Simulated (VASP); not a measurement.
Write the native input for VASP 6.6.1 that does the following.

| Quantity | Value |
| --- | --- |
| Task | single point |
| Functional | PBEsol |
| Potentials or basis | VASP PAW PBE potentials, release 64 (I) |
| Cutoff | 520 eV |
| k mesh | 12 × 12 × 18 |
| Occupations | gaussian, width 0.1 eV |
| Spin | no spin polarisation |
| Dipole correction | no |
| Further INCAR settings | ALGO = Normal; EDIFF = 1e-07; NBANDS = 10 |

The structure of I lies in POSCAR:

```
I
1.0
    2.5016167042     -3.7948055437     -0.0204336900
    2.5016167042      3.7948055437     -0.0204336900
   -1.6165886154      0.0000000000      2.3990270897
I
1
Direct
    0.5000000000      0.5000000000      0.5000000000
```

This cell differs from its parent crystal: strained.

One way to write it, as run:

INCAR

```
PREC = Accurate ; ENCUT = 520
EDIFF = 1E-7 ; ISMEAR = 0
SIGMA = 0.1 ; LREAL = False
LASPH = True ; NELM = 100
ALGO = Normal ; ISIF = 2
LWAVE = False ; LCHARG = False
GGA = PS ; NBANDS = 10
```

KPOINTS

```
Automatic mesh
0
Gamma
  12 12 18
```

Potentials or basis: VASP PAW PBE potentials, release 64 (I).

Run with:

```sh
$ cat potpaw_PBE.64/I/POTCAR > POTCAR
$ mpirun -np 1 vasp_std > vasp.out
```

It gave:

```
Pressure               : -0.2 GPa
Band gap on the k mesh : zero (an odd number of electrons rules out a gap without spin polarisation)
```

Caveat: the cell differs from its parent crystal (strained); the PAW data sets were made with another functional, which shifts forces and pressure a little; spin-orbit coupling is left out, which moves the levels of the heavy elements; an odd number of electrons without spin polarisation forces a metal; a magnetic or distorted state may lie lower.

Run time: 100 s on 1 thread of AMD EPYC 9R45 96-Core Processor (Zen 5), on a shared host, peak memory 0.39 GiB.
